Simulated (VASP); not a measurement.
# Rh (P6_3/mmc) in VASP: settings compared

The runs below take Rh through single point, with PBE+D4, PBE, PBE+U.

All numbers are computed with VASP 6.6.1; they aren't measurements. Logs are shortened: lines on timing, memory, paths and dates and some standing lists are left out, and cuts for length are marked.

## (1) The cell of the first run

It takes space group P6_3/mmc (No. 194, hexagonal). Conventional cell: a = 2.731 Å, b = 2.731 Å, c = 4.428 Å, α = 90.00°, β = 90.00°, γ = 120.00°. Within 3.6 Å of Rh (site symmetry -6m2) lie 12 Rh at 2.72 to 2.73 Å.

## (2) Single point, PBE+D4

INCAR

```
SYSTEM = Rh
ALGO = Fast
EDIFF = 1E-6
ENCUT = 520
GGA = PE
ISIF = 2
ISMEAR = 0
IVDW = 13
LASPH = .True.
LCHARG = .False.
LREAL = .False.
LWAVE = .False.
NBANDS = 22
NELM = 100
PREC = Accurate
SIGMA = 0.26
```

KPOINTS

```
k-points
0
Gamma
  6 6 4
  0 0 0
```

POSCAR

```
Rh
1.0
    2.7309790422      0.0000000000      0.0000000000
   -1.3654895211      2.3650972278      0.0000000000
    0.0000000000      0.0000000000      4.4284890000
Rh
2
Direct
    0.6666666667      0.3333333333      0.7500000000
    0.3333333333      0.6666666667      0.2500000000
```

Potentials or basis: VASP PAW PBE potentials, release 64 (Rh_pv).

Launch:

```
$ cat potpaw_PBE.64/Rh_pv/POTCAR > POTCAR
$ mpirun -np 1 vasp_std > vasp.out
```

OUTCAR:

```text
SYSTEM = Rh
   EDIFF = 1E-6
   ENCUT = 520
   GGA = PE
   ISIF = 2
   ISMEAR = 0
   IVDW = 13
   LASPH = .True.
   LREAL = .False.
   NELM = 100
   PREC = Accurate

 ion  position               nearest neighbor table
   1  0.667  0.333  0.750-   2 2.72   2 2.72   2 2.72   2 2.72   2 2.72   2 2.72
   2  0.333  0.667  0.250-   1 2.72   1 2.72   1 2.72   1 2.72   1 2.72   1 2.72

  LATTYP: Found a hexagonal cell.
 ALAT       =     2.7309790422
 C/A-ratio  =     1.6215756077

  Lattice vectors:

 A1 = (   2.7309790422,   0.0000000000,   0.0000000000)
 A2 = (  -1.3654895211,   2.3650972278,   0.0000000000)
 A3 = (   0.0000000000,   0.0000000000,   4.4284890000)

Analysis of symmetry for initial positions (statically):
=====================================================================
 Subroutine PRICEL returns:
 Original cell was already a primitive cell.

 Routine SETGRP: Setting up the symmetry group for a
 hexagonal supercell.

 Subroutine GETGRP returns: Found 24 space group operations
 (whereof 12 operations were pure point group operations)
 out of a pool of 24 trial point group operations.

The static configuration has the point symmetry D_3d.
 The point group associated with its full space group is D_6h.

Analysis of symmetry for dynamics (positions and initial velocities):
=====================================================================
 Subroutine PRICEL returns:
 Original cell was already a primitive cell.

 Routine SETGRP: Setting up the symmetry group for a
 hexagonal supercell.

 Subroutine GETGRP returns: Found 24 space group operations
 (whereof 12 operations were pure point group operations)
 out of a pool of 24 trial point group operations.

The dynamic configuration has the point symmetry D_3d.
 The point group associated with its full space group is D_6h.

 Subroutine INISYM returns: Found 24 space group operations
 (whereof 12 operations are pure point group operations),
 and found     1 'primitive' translations

----------------------------------------------------------------------------------------

                                     Primitive cell

  volume of cell :      28.6037

  direct lattice vectors                    reciprocal lattice vectors
     2.730979042  0.000000000  0.000000000     0.366169049  0.211407799  0.000000000
    -1.365489521  2.365097228  0.000000000     0.000000000  0.422815599  0.000000000
     0.000000000  0.000000000  4.428489000     0.000000000  0.000000000  0.225810655

  length of vectors
     2.730979042  2.730979042  4.428489000     0.422815599  0.422815599  0.225810655

  position of ions in fractional coordinates (direct lattice)
     0.666666667  0.333333333  0.750000000
     0.333333333  0.666666667  0.250000000

  ion indices of the primitive-cell ions
   primitive index   ion index
                 1           1
                 2           2

----------------------------------------------------------------------------------------

 KPOINTS: k-points

Automatic generation of k-mesh.
 Grid dimensions read from file:
 generate k-points for:    6    6    4

 Generating k-lattice:

  Cartesian coordinates                     Fractional coordinates (reciprocal lattice)
     0.061028175  0.035234633  0.000000000     0.166666667  0.000000000  0.000000000
     0.000000000  0.070469266  0.000000000     0.000000000  0.166666667  0.000000000
     0.000000000  0.000000000  0.056452664     0.000000000  0.000000000  0.250000000

  Length of vectors
     0.070469266  0.070469266  0.056452664

  Shift w.r.t. Gamma in fractional coordinates (k-lattice)
     0.000000000  0.000000000  0.000000000

 Subroutine IBZKPT returns following result:
 ===========================================

 Found     21 irreducible k-points:

 Following reciprocal coordinates:
            Coordinates               Weight
  0.000000  0.000000  0.000000      1.000000
  0.166667  0.000000  0.000000      6.000000
  0.333333  0.000000  0.000000      6.000000
  0.500000  0.000000  0.000000      3.000000
  0.166667  0.166667  0.000000      6.000000
  0.333333  0.166667  0.000000     12.000000
[... 13 lines left out ...]
  0.333333  0.166667  0.500000     12.000000
  0.333333  0.333333  0.500000      2.000000
   k-points           NKPTS =     21   k-points in BZ     NKDIM =     21   number of bands    NBANDS=     22
   number of dos      NEDOS =    301   number of ions     NIONS =      2
   total plane-waves  NPLWV =  14400
   dimension x,y,z NGX =    20 NGY =   20 NGZ =   36
   dimension x,y,z NGXF=    40 NGYF=   40 NGZF=   72
   ions per type =               2
   NGX,Y,Z   is equivalent  to a cutoff of  12.17, 12.17, 13.51 a.u.
   NGXF,Y,Z  is equivalent  to a cutoff of  24.35, 24.35, 27.03 a.u.
 SYSTEM =  Rh
   PREC   = accura    normal or accurate (medium, high low for compatibility)
   ISTART =      0    job   : 0-new  1-cont  2-samecut
   ICHARG =      2    charge: 1-file 2-atom 10-const
   ISPIN  =      1    spin polarized calculation?
   LNONCOLLINEAR =      F non collinear calculations
   LSORBIT =      F    spin-orbit coupling
   LASPH  =      T    aspherical Exc in radial PAW
   ENCUT  =  520.0 eV  38.22 Ry    6.18 a.u.   5.08  5.08  8.23*2*pi/ulx,y,z
   NELM   =    100;   NELMIN=  2; NELMDL= -5     # of ELM steps
   EDIFF  = 0.1E-05   stopping-criterion for ELM
   LREAL  =      F    real-space projection
   EDIFFG = 0.1E-04   stopping-criterion for IOM
   NSW    =      0    number of steps for IOM
   IBRION =     -1    ionic relax: 0-MD 1-quasi-New 2-CG
   NFREE  =      0    steps in history (QN), initial steepest desc. (CG)
   ISIF   =      2    stress and relaxation
   ISYM   =      2    0-nonsym 1-usesym 2-fastsym
   POTIM  = 0.5000    time-step for ionic-motion
   TEBEG  =    0.0;   TEEND  =   0.0 temperature during run
   PSTRESS=    0.0 pullay stress
   NELECT =      30.0000    total number of electrons
   NUPDOWN=      -1.0000    fix difference up-down
   EMIN   =  10.00;   EMAX   =-10.00  energy-range for DOS
   EFERMI =   0.00;   METHOD = LEGACY
   ISMEAR =     0;   SIGMA  =   0.26  broadening in eV -4-tet -1-fermi 0-gaus
   EFERMI_NEDOS =   21; number of points for ismear=-14 and -15
   IALGO  =     68    algorithm
   IMIX   =      4    mixing-type and parameters
     AMIX     =   0.40;   BMIX     =  1.00
     AMIX_MAG =   1.60;   BMIX_MAG =  1.00
  volume/ion in A,a.u.               =      14.30        96.51
  Fermi-wavevector in a.u.,A,eV,Ry     =   1.663314  3.143208 37.642066  2.766614
  Thomas-Fermi vector in A             =   2.750053
   LORBIT       =      0    0 simple, 1 ext, 2 COOP (PROOUT), +10 PAW based schemes
   GGA     = PE    functional components
   LHFCALC =     F    Hartree Fock is set to
   AEXX    =    0.0000 exact exchange contribution
   IVDW    =    13    specifies the selected vdW correction
   LEPSILON=     F    determine dielectric tensor
   LRPA    =     F    only Hartree local field effects (RPA)
 non-spin polarized calculation
 RMM-DIIS sequential band-by-band and
 Gauss-broadening in eV      SIGMA  =   0.26
  energy-cutoff  :      520.00
  volume of cell :       28.60
 maximum number of plane-waves:       785
   NGX = 11   NGY = 11   NGZ = 17

 number of electron      30.0000009 magnetization

 Free energy of the ion-electron system (eV)
  ---------------------------------------------------
  ext. energy  EPLUGINS =         0.00000000
  ---------------------------------------------------
  free energy    TOTEN  =       -14.46336820 eV

  energy without entropy =      -14.34664852  energy(sigma->0) =      -14.40500836

 E-fermi :  11.1856     XC(G=0): -13.7774

 val. band max:       11.1742798771   @ k =   0.1667   0.1667   0.0000
 cond. band min:      11.1894928804   @ k =   0.3333   0.3333   0.0000
 fundamental gap:      0.0152130033
 Fermi energy:        11.1856177985

 k-point     1 :       0.0000    0.0000    0.0000
  band No.  band energies     occupation
      1     -35.7822      2.00000
      2     -35.1743      2.00000
      3     -35.1743      2.00000
      4     -35.1329      2.00000
      5     -35.0814      2.00000
      6     -35.0814      2.00000
[... 14 lines left out ...]
     21      29.3264      0.00000
     22      29.9490      0.00000

 k-point     2 :       0.1667    0.0000    0.0000
  band No.  band energies     occupation
      1     -35.7283      2.00000
      2     -35.2934      2.00000
      3     -35.2122      2.00000
      4     -35.2036      2.00000
      5     -35.1562      2.00000
      6     -35.1013      2.00000
[... 14 lines left out ...]
     21      29.7367      0.00000
     22      29.9936      0.00000

 k-point     3 :       0.3333    0.0000    0.0000
  band No.  band energies     occupation
      1     -35.5977      2.00000
      2     -35.5324      2.00000
      3     -35.4382      2.00000
      4     -35.2840      2.00000
      5     -35.2252      2.00000
      6     -35.1443      2.00000
[... 14 lines left out ...]
     21      26.0634      0.00000
     22      27.0410      0.00000

 k-point     4 :       0.5000    0.0000    0.0000
  band No.  band energies     occupation
      1     -35.6520      2.00000
      2     -35.5510      2.00000
      3     -35.5015      2.00000
      4     -35.3187      2.00000
      5     -35.2905      2.00000
      6     -35.1668      2.00000
[... 14 lines left out ...]
     21      24.1936      0.00000
     22      25.0933      0.00000

 k-point     5 :       0.1667    0.1667    0.0000
  band No.  band energies     occupation
      1     -35.6349      2.00000
      2     -35.4245      2.00000
      3     -35.4079      2.00000
      4     -35.2543      2.00000
      5     -35.2034      2.00000
      6     -35.1675      2.00000
[... 14 lines left out ...]
     21      24.5664      0.00000
     22      28.2038      0.00000

 k-point     6 :       0.3333    0.1667    0.0000
  band No.  band energies     occupation
      1     -35.5893      2.00000
      2     -35.5059      2.00000
      3     -35.5028      2.00000
      4     -35.3617      2.00000
      5     -35.2891      2.00000
      6     -35.2359      2.00000
[... 14 lines left out ...]
     21      21.9652      0.00000
     22      26.3226      0.00000

 k-point     7 :       0.3333    0.3333    0.0000
  band No.  band energies     occupation
      1     -35.5558      2.00000
      2     -35.4621      2.00000
      3     -35.4621      2.00000
      4     -35.3882      2.00000
      5     -35.3882      2.00000
      6     -35.3617      2.00000
[... 249 lines left out ...]
      6     -35.2145      2.00000
[... 14 lines left out ...]
     21      27.3549      0.00000
     22      27.3549      0.00000

 k-point    18 :       0.5000    0.0000    0.5000
  band No.  band energies     occupation
      1     -35.7023      2.00000
      2     -35.7023      2.00000
      3     -35.2927      2.00000
      4     -35.2927      2.00000
      5     -35.2431      2.00000
      6     -35.2431      2.00000
[... 14 lines left out ...]
     21      27.6119      0.00000
     22      27.6131      0.00000

 k-point    19 :       0.1667    0.1667    0.5000
  band No.  band energies     occupation
      1     -35.5512      2.00000
      2     -35.5512      2.00000
      3     -35.2882      2.00000
      4     -35.2882      2.00000
      5     -35.2076      2.00000
      6     -35.2076      2.00000
[... 14 lines left out ...]
     21      26.9389      0.00000
     22      26.9399      0.00000

 k-point    20 :       0.3333    0.1667    0.5000
  band No.  band energies     occupation
      1     -35.6500      2.00000
      2     -35.6500      2.00000
      3     -35.3552      2.00000
      4     -35.3552      2.00000
      5     -35.2352      2.00000
      6     -35.2352      2.00000
[... 14 lines left out ...]
     21      25.0485      0.00000
     22      25.0485      0.00000

 k-point    21 :       0.3333    0.3333    0.5000
  band No.  band energies     occupation
      1     -35.6137      2.00000
      2     -35.6137      2.00000
      3     -35.4594      2.00000
      4     -35.4594      2.00000
      5     -35.2331      2.00000
      6     -35.2331      2.00000
[... 14 lines left out ...]
     21      21.2903      0.00000
     22      21.2903      0.00000

------------------------ aborting loop because EDIFF is reached ----------------------------------------

  DFT-D4 for vdW energy calculation

  Edisp (eV):   -1.63047

  FORCE on cell =-STRESS in cart. coord.  units (eV):
  Direction    XX          YY          ZZ          XY          YZ          ZX
  --------------------------------------------------------------------------------------
  -------------------------------------------------------------------------------------
  Total      -1.66607    -1.66607    -2.68225     0.00000     0.00000     0.00000
  in kB     -93.32135   -93.32135  -150.24026     0.00000     0.00000     0.00000
  external pressure =     -112.29 kB  Pullay stress =        0.00 kB

 VOLUME and BASIS-vectors are now :
 -----------------------------------------------------------------------------
  energy-cutoff  :      520.00
  volume of cell :       28.60
      direct lattice vectors                 reciprocal lattice vectors
     2.730979042  0.000000000  0.000000000     0.366169049  0.211407799  0.000000000
    -1.365489521  2.365097228  0.000000000     0.000000000  0.422815599  0.000000000
     0.000000000  0.000000000  4.428489000     0.000000000  0.000000000  0.225810655

 POSITION                                       TOTAL-FORCE (eV/Angst)
 -----------------------------------------------------------------------------------
      1.36549      0.78837      3.32137         0.000000      0.000000      0.000000
     -0.00000      1.57673      1.10712        -0.000000     -0.000000      0.000000
 -----------------------------------------------------------------------------------
    total drift:                               -0.000000      0.000000     -0.000000

  FREE ENERGIE OF THE ION-ELECTRON SYSTEM (eV)
  ---------------------------------------------------
  free  energy   TOTEN  =       -16.0938410121 eV

  energy  without entropy=      -15.9771213348  energy(sigma->0) =      -16.03548117
```

Wall time 7.7 s (1 thread of AMD EPYC 9R45 (Zen 5), shared host); peak memory 0.1 GiB.

Results:

| Item | Value |
| --- | --- |
| Free energy | -16.0938 eV |
| Pressure | -11.2 GPa |
| Band gap on the k mesh | zero (band 15 reaches 11.88 eV, above the bottom of band 16 at 9.60 eV) |
| Dispersion energy per atom | -0.815 eV |

Levels at points of the mesh, in eV from the Fermi level:
```tsv
k point	band 11	band 12	band 13	band 14	band 15	band 16	band 17	band 18	band 19	band 20
(0.00, 0.00, 0.00)	-2.74	-2.25	-2.25	-1.70	-1.70	0.21	0.21	0.83	8.31	16.00
(0.50, 0.00, 0.00)	-2.48	-2.03	-1.93	0.52	0.66	0.80	3.02	5.06	10.17	10.57
(0.00, 0.00, 0.50)	-2.84	-2.84	-2.84	-2.84	-0.33	-0.33	-0.33	-0.33	14.74	14.74
(0.50, 0.00, 0.50)	-1.48	-1.48	-0.19	-0.19	0.69	0.69	2.72	2.72	9.07	9.07
```

Caveat: the k points lie up to 0.44 Å⁻¹ apart; pairwise dispersion overbinds metals, which lowers pressure and volume.

(Continued in part 2 of 2.)
